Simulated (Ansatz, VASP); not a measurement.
**BP in VASP and in Ansatz**

```
B P
1.0
     0.00000    2.28920    2.28920
     2.28920    0.00000    2.28920
     2.28920    2.28920    0.00000
B P
1 1
Cartesian
  0.0000 0.0000 0.0000
  1.1446 1.1446 1.1446
```

Alike in both runs: task single point; functional PBE; k mesh 10 × 10 × 10; no spin polarisation.

|  | VASP | Ansatz |
| --- | --- | --- |
| version | VASP 6.6.1 | Ansatz 0.2.0 |
| potentials or method | VASP PAW PBE potentials, release 64 (B, P), cutoff 500 eV | scalar-relativistic, plane waves, PAW |
| occupations | gaussian, width 0.01 eV | fixed |
| valence electrons in the cell | 8 | 8 |

VASP gave:

- gap on the k mesh at the Fermi level (eV): 1.28
- least direct gap on the mesh (eV): 3.36
- pressure (GPa): -3.3

Estimate Ansatz's values.

gap on the k mesh at the Fermi level (eV): 1.28; least direct gap on the mesh (eV): 3.37; pressure (GPa): -3.1.
